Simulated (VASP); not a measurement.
# Si2GeP3 (I4/mmm) in VASP: a series of runs

The runs below take Si2GeP3 through single point, with PBE.

Program: VASP 6.6.1. These are calculated values, not measurements. Logs are shortened: lines on timing, memory, paths and dates and some standing lists are left out, and cuts for length are marked.

## (1) The cell of the first run

The structure is tetragonal, space group I4/mmm (No. 139). Conventional cell: a = 4.898 Å, b = 4.898 Å, c = 8.786 Å, α = 90.00°, β = 90.00°, γ = 90.00°. Within 2.9 Å of Si (site symmetry -4m2) lie 2 P at 2.20 Å. Ge (site symmetry 4/mmm) has 4 P at 2.45 Å and 8 Si at 3.29 Å within 3.3 Å. P (site symmetry mmm) has 2 Si at 2.20 Å and 2 Ge at 2.45 Å and 2 P at 2.45 Å within 2.9 Å. P (site symmetry 4/mmm) has 4 P at 2.45 Å and 8 Si at 3.29 Å within 3.3 Å.

The cell was built from a structure type or drawn by symmetry, and may not be a known phase.

## (2) Single point, PBE

Input file INCAR:

```
PREC     = Accurate       # precision mode
ENCUT    = 520            # plane-wave cutoff, eV
EDIFF    = 1E-7           # SCF threshold, eV
ISMEAR   = 0              # smearing method
SIGMA    = 0.1            # smearing width, eV
LREAL    = False          # projectors in reciprocal space
LASPH    = True           # aspherical terms in the spheres
NELM     = 80             # most SCF steps
ALGO     = Normal         # electronic algorithm
ISIF     = 2              # what is computed and relaxed
LWAVE    = False          # write WAVECAR
LCHARG   = False          # write CHGCAR
GGA      = PE             # functional
NBANDS   = 28             # bands
```

Input file KPOINTS:

```
Automatic mesh
0
Gamma
  6 6 6
```

Input file POSCAR:

```
Si2GeP3
1.0
   -2.4491733400      2.4491733400      4.3932240500
    2.4491733400     -2.4491733400      4.3932240500
    2.4491733400      2.4491733400     -4.3932240500
Si Ge P
2 1 3
Direct
    0.7500000000      0.2500000000      0.5000000000
    0.2500000000      0.7500000000      0.5000000000
    0.5000000000      0.5000000000      0.0000000000
    0.5000000000      0.0000000000      0.5000000000
    0.0000000000      0.5000000000      0.5000000000
    0.0000000000      0.0000000000      0.0000000000
```

Potentials or basis: VASP PAW PBE potentials, release 64 (Si, Ge_d, P).

Started as:

```sh
> cat potpaw_PBE.64/Si/POTCAR potpaw_PBE.64/Ge_d/POTCAR potpaw_PBE.64/P/POTCAR > POTCAR
> mpirun -np 1 vasp_std > vasp.out
```

OUTCAR:

```text
PREC = Accurate
   ENCUT = 520
   EDIFF = 1E-7
   ISMEAR = 0
   LREAL = False
   LASPH = True
   NELM = 80
   ISIF = 2
   GGA = PE

 ion  position               nearest neighbor table
   1  0.750  0.250  0.500-   4 2.20   5 2.20
   2  0.250  0.750  0.500-   4 2.20   5 2.20
   3  0.500  0.500  0.000-   4 2.45   5 2.45   4 2.45   5 2.45
   4  0.500  0.000  0.500-   1 2.20   2 2.20   3 2.45   6 2.45   3 2.45   6 2.45
   5  0.000  0.500  0.500-   1 2.20   2 2.20   3 2.45   6 2.45   6 2.45   3 2.45
   6  0.000  0.000  0.000-   4 2.45   5 2.45   5 2.45   4 2.45

  LATTYP: Found a body centered tetragonal cell.
 ALAT       =     4.8983466800
 C/A-ratio  =     1.7937579094

  Lattice vectors:

 A1 = (  -2.4491733400,   2.4491733400,   4.3932240500)
 A2 = (   2.4491733400,  -2.4491733400,   4.3932240500)
 A3 = (   2.4491733400,   2.4491733400,  -4.3932240500)

Analysis of symmetry for initial positions (statically):
=====================================================================
 Subroutine PRICEL returns:
 Original cell was already a primitive cell.

 Routine SETGRP: Setting up the symmetry group for a
 body centered tetragonal supercell.

 Subroutine GETGRP returns: Found 16 space group operations
 (whereof 16 operations were pure point group operations)
 out of a pool of 16 trial point group operations.

The static configuration has the point symmetry D_4h.

Analysis of symmetry for dynamics (positions and initial velocities):
=====================================================================
 Subroutine PRICEL returns:
 Original cell was already a primitive cell.

 Routine SETGRP: Setting up the symmetry group for a
 body centered tetragonal supercell.

 Subroutine GETGRP returns: Found 16 space group operations
 (whereof 16 operations were pure point group operations)
 out of a pool of 16 trial point group operations.

The dynamic configuration has the point symmetry D_4h.

 Subroutine INISYM returns: Found 16 space group operations
 (whereof 16 operations are pure point group operations),
 and found     1 'primitive' translations

----------------------------------------------------------------------------------------

                                     Primitive cell

  volume of cell :     105.4101

  direct lattice vectors                    reciprocal lattice vectors
    -2.449173340  2.449173340  4.393224050     0.000000000  0.204150516  0.113811632
[... 97 lines left out ...]
   NSW    =      0    number of steps for IOM
   IBRION =     -1    ionic relax: 0-MD 1-quasi-New 2-CG
   NFREE  =      0    steps in history (QN), initial steepest desc. (CG)
   ISIF   =      2    stress and relaxation
   ISYM   =      2    0-nonsym 1-usesym 2-fastsym
   POTIM  = 0.5000    time-step for ionic-motion
   TEBEG  =    0.0;   TEEND  =   0.0 temperature during run
   PSTRESS=    0.0 pullay stress
   NELECT =      37.0000    total number of electrons
   NUPDOWN=      -1.0000    fix difference up-down
   EMIN   =  10.00;   EMAX   =-10.00  energy-range for DOS
   EFERMI =   0.00;   METHOD = LEGACY
   ISMEAR =     0;   SIGMA  =   0.10  broadening in eV -4-tet -1-fermi 0-gaus
   EFERMI_NEDOS =   21; number of points for ismear=-14 and -15
   IALGO  =     38    algorithm
   IMIX   =      4    mixing-type and parameters
     AMIX     =   0.40;   BMIX     =  1.00
     AMIX_MAG =   1.60;   BMIX_MAG =  1.00
  volume/ion in A,a.u.               =      17.57       118.56
  Fermi-wavevector in a.u.,A,eV,Ry     =   1.154821  2.182295 18.144881  1.333611
  Thomas-Fermi vector in A             =   2.291454
   LORBIT       =      0    0 simple, 1 ext, 2 COOP (PROOUT), +10 PAW based schemes
   GGA     = PE    functional components
   LHFCALC =     F    Hartree Fock is set to
   AEXX    =    0.0000 exact exchange contribution
   IVDW    =     0    specifies the selected vdW correction
   LEPSILON=     F    determine dielectric tensor
   LRPA    =     F    only Hartree local field effects (RPA)
 non-spin polarized calculation
 Gauss-broadening in eV      SIGMA  =   0.10
  energy-cutoff  :      520.00
  volume of cell :      105.41
 maximum number of plane-waves:      2857
 NGX is ok and might be reduce to    42
   NGX = 21   NGY = 21   NGZ = 21

 number of electron      37.0000003 magnetization

 Free energy of the ion-electron system (eV)
  ---------------------------------------------------
  ext. energy  EPLUGINS =         0.00000000
  ---------------------------------------------------
  free energy    TOTEN  =       -27.03131829 eV

  energy without entropy =      -27.01643355  energy(sigma->0) =      -27.02387592

 E-fermi :   7.3107     XC(G=0): -10.4899

 val. band max:        7.2974539548   @ k =   0.1667   0.1667   0.1667
 cond. band min:       7.3270229033   @ k =  -0.1667   0.5000   0.1667
 fundamental gap:      0.0295689485
 Fermi energy:         7.3107468417

 k-point     1 :       0.0000    0.0000    0.0000
  band No.  band energies     occupation
      1     -17.4043      2.00000
      2     -17.3986      2.00000
      3     -17.3740      2.00000
      4     -17.3740      2.00000
      5     -17.3541      2.00000
      6      -7.7890      2.00000
[... 733 lines left out ...]
     27      13.2321      0.00000
     28      14.2784      0.00000

 [... further k-points ...]

------------------------ aborting loop because EDIFF is reached ----------------------------------------

  FORCE on cell =-STRESS in cart. coord.  units (eV):
  Direction    XX          YY          ZZ          XY          YZ          ZX
  --------------------------------------------------------------------------------------
  -------------------------------------------------------------------------------------
  Total        1.1447349      1.1447349     11.3915198      0.0000000     -0.0000000      0.0000000
  in kB       17.3993541     17.3993541    173.1449627      0.0000000     -0.0000000      0.0000000
  external PRESSURE =      69.3145569 kB  Pullay stress =       0.0000000 kB

 VOLUME and BASIS-vectors are now :
 -----------------------------------------------------------------------------
  energy-cutoff  :      520.00
  volume of cell :      105.41
      direct lattice vectors                 reciprocal lattice vectors
    -2.449173340  2.449173340  4.393224050     0.000000000  0.204150516  0.113811632
     2.449173340 -2.449173340  4.393224050     0.204150516  0.000000000  0.113811632
     2.449173340  2.449173340 -4.393224050     0.204150516  0.204150516  0.000000000

 POSITION                                       TOTAL-FORCE (eV/Angst)
 -----------------------------------------------------------------------------------
     -0.00000      2.44917      2.19661         0.000000     -0.000000      0.000000
      2.44917     -0.00000      2.19661        -0.000000     -0.000000     -0.000000
      0.00000      0.00000      4.39322        -0.000000      0.000000      0.000000
      0.00000      2.44917      0.00000        -0.000000      0.000000      0.000000
      2.44917      0.00000      0.00000        -0.000000      0.000000      0.000000
      0.00000      0.00000      0.00000        -0.000000      0.000000      0.000000
 -----------------------------------------------------------------------------------
    total drift:                               -0.000000     -0.000000      0.000000

  FREE ENERGIE OF THE ION-ELECTRON SYSTEM (eV)
  ---------------------------------------------------
  free  energy   TOTEN  =       -27.0313182884 eV

  energy  without entropy=      -27.0164335506  energy(sigma->0) =      -27.02387592
```

Wall time 1.8 min (1 thread of Intel Xeon Platinum 8259CL at 2.50GHz (Skylake/Cascade Lake), shared host); peak memory 0.3 GiB.

Results:

- Free energy: -27.0313 eV
- Pressure: 6.9 GPa
- Band gap on the k mesh: zero (an odd number of electrons rules out a gap without spin polarisation)

Stress tensor (GPa, compression positive):
```
 1.74  0.00  0.00
 0.00  1.74  0.00
 0.00  0.00 17.31
```

Caveat: the cell stands under pressure.

## (3) Single point, PBE

This run uses another cell than the first one, of 18.48 Å³/atom.

Input file INCAR:

```
SYSTEM = Si2GeP3
PREC = Accurate
ENCUT = 520
EDIFF = 1E-7
ISMEAR = 0
SIGMA = 0.1
LREAL = .False.
LASPH = .True.
NELM = 60
ALGO = Normal
ISIF = 2
LWAVE = .False.
LCHARG = .False.
GGA = PE
NBANDS = 28
```

Input file KPOINTS:

```
Automatic mesh
0
Gamma
  6 6 6
  0 0 0
```

Edit POSCAR of step 2 so:

```diff
@@ -2,5 +2,5 @@
 1.0
-   -2.4491733400      2.4491733400      4.3932240500
-    2.4491733400     -2.4491733400      4.3932240500
-    2.4491733400      2.4491733400     -4.3932240500
+   -2.4054549424      2.4054549424      4.7903653488
+    2.4054549424     -2.4054549424      4.7903653488
+    2.4054549424      2.4054549424     -4.7903653488
 Si Ge P
```

Potentials or basis: VASP PAW PBE potentials, release 64 (Si, Ge_d, P).

Started as:

```sh
> cat potpaw_PBE.64/Si/POTCAR potpaw_PBE.64/Ge_d/POTCAR potpaw_PBE.64/P/POTCAR > POTCAR
> mpirun -np 1 vasp_std > vasp.out
```

OUTCAR:

```text
SYSTEM = Si2GeP3
   PREC = Accurate
   ENCUT = 520
   EDIFF = 1E-7
   ISMEAR = 0
   LREAL = .False.
   LASPH = .True.
   NELM = 60
   ISIF = 2
   GGA = PE

 ion  position               nearest neighbor table
   1  0.750  0.250  0.500-   4 2.40   5 2.40
   2  0.250  0.750  0.500-   4 2.40   5 2.40
   3  0.500  0.500  0.000-   4 2.41   5 2.41   4 2.41   5 2.41
   4  0.500  0.000  0.500-   1 2.40   2 2.40   3 2.41   6 2.41   3 2.41   6 2.41
   5  0.000  0.500  0.500-   1 2.40   2 2.40   3 2.41   6 2.41   6 2.41   3 2.41
   6  0.000  0.000  0.000-   4 2.41   5 2.41   5 2.41   4 2.41

  LATTYP: Found a body centered tetragonal cell.
 ALAT       =     4.8109098848
[... 950 lines left out ...]
  Total       -0.1030702     -0.1030702     -0.1766102      0.0000000      0.0000000      0.0000000
  in kB       -1.4894319     -1.4894319     -2.5521333      0.0000000      0.0000000      0.0000000
  external PRESSURE =      -1.8436657 kB  Pullay stress =       0.0000000 kB

 VOLUME and BASIS-vectors are now :
 -----------------------------------------------------------------------------
  energy-cutoff  :      520.00
  volume of cell :      110.87
      direct lattice vectors                 reciprocal lattice vectors
    -2.405454942  2.405454942  4.790365349     0.000000000  0.207860888  0.104376173
     2.405454942 -2.405454942  4.790365349     0.207860888  0.000000000  0.104376173
     2.405454942  2.405454942 -4.790365349     0.207860888  0.207860888  0.000000000

 POSITION                                       TOTAL-FORCE (eV/Angst)
 -----------------------------------------------------------------------------------
      0.00000      2.40545      2.39518        -0.000000     -0.000000     -0.000000
      2.40545      0.00000      2.39518         0.000000      0.000000      0.000000
      0.00000      0.00000      4.79037         0.000000      0.000000     -0.000000
      0.00000      2.40545      0.00000         0.000000      0.000000     -0.000000
      2.40545      0.00000      0.00000         0.000000      0.000000     -0.000000
      0.00000      0.00000      0.00000         0.000000      0.000000     -0.000000
 -----------------------------------------------------------------------------------
    total drift:                                0.000000     -0.000000      0.000000

  FREE ENERGIE OF THE ION-ELECTRON SYSTEM (eV)
  ---------------------------------------------------
  free  energy   TOTEN  =       -27.4593628270 eV

  energy  without entropy=      -27.4457237180  energy(sigma->0) =      -27.45254327
```

OSZICAR:

```text
N       E                     dE             d eps       ncg     rms          rms(c)
DAV:   1     0.234812841674E+03    0.23481E+03   -0.15870E+04  2144   0.191E+03
DAV:   2     0.578862193255E+01   -0.22902E+03   -0.21808E+03  1884   0.546E+02
DAV:   3    -0.263294979357E+02   -0.32118E+02   -0.31551E+02  2120   0.108E+02
DAV:   4    -0.277439619630E+02   -0.14145E+01   -0.14072E+01  2076   0.247E+01
DAV:   5    -0.277792420346E+02   -0.35280E-01   -0.35261E-01  2112   0.432E+00    0.927E+00
DAV:   6    -0.274798485542E+02    0.29939E+00   -0.67898E-01  2136   0.418E+00    0.529E+00
DAV:   7    -0.274619115055E+02    0.17937E-01   -0.15440E-01  2004   0.187E+00    0.186E+00
DAV:   8    -0.274592932670E+02    0.26182E-02   -0.14019E-02  2096   0.752E-01    0.303E-01
DAV:   9    -0.274593106356E+02   -0.17369E-04   -0.17232E-03  2024   0.213E-01    0.116E-01
DAV:  10    -0.274593427468E+02   -0.32111E-04   -0.17714E-04  1916   0.642E-02    0.579E-02
DAV:  11    -0.274593611060E+02   -0.18359E-04   -0.24319E-05  2124   0.311E-02    0.172E-02
DAV:  12    -0.274593628084E+02   -0.17023E-05   -0.34154E-06  1940   0.118E-02    0.605E-03
DAV:  13    -0.274593628270E+02   -0.18607E-07   -0.51452E-07  2056   0.553E-03
   1 F= -.27459363E+02 E0= -.27452543E+02  d E =-.136391E-01
```

Wall time 1.9 min (1 thread of Intel Xeon Platinum 8259CL at 2.50GHz (Skylake/Cascade Lake), shared host); peak memory 0.36 GiB.

Results:

- Free energy: -27.4594 eV
- Pressure: -0.2 GPa
- Band gap on the k mesh: zero (an odd number of electrons rules out a gap without spin polarisation)
